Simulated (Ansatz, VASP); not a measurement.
# Cd: VASP beside Ansatz

```
Cd
1.0
     2.82821    0.00000    0.00000
     0.00000    2.82821    0.00000
     0.00000    0.00000    2.82821
Cd
1
Direct
  0.00000 0.00000 0.00000
```

Alike in both runs: task relaxation of cell and atoms; functional PBEsol; k mesh 6 × 6 × 6; occupations gaussian, width 0.1 eV; no spin polarisation.

|  | VASP | Ansatz |
| --- | --- | --- |
| version | VASP 6.6.1 | Ansatz 0.2.0 |
| potentials or method | VASP PAW PBE potentials, release 64 (Cd), cutoff 600 eV | scalar-relativistic, plane waves, PAW |
| valence electrons in the cell | 12 | 20 |

```tsv
	VASP	Ansatz	Ansatz less VASP
gap on the k mesh at the Fermi level, each at its own relaxed structure (eV)	none	none	-
relaxed volume (Å³/atom)	25.24	25.30	+0.053
relaxed cell length with the largest relative difference (Å)	2.933	2.935	+0.0021
```

VASP's potentials were made for PBE, not for PBEsol. A gap of «none» marks a metal or a gap that the smearing closes. VASP's potentials hold 12 valence electrons a cell and Ansatz's 20, so a difference there can come from the potentials and not from the codes.

The k mesh is coarse, so the values compare programs but aren't converged.
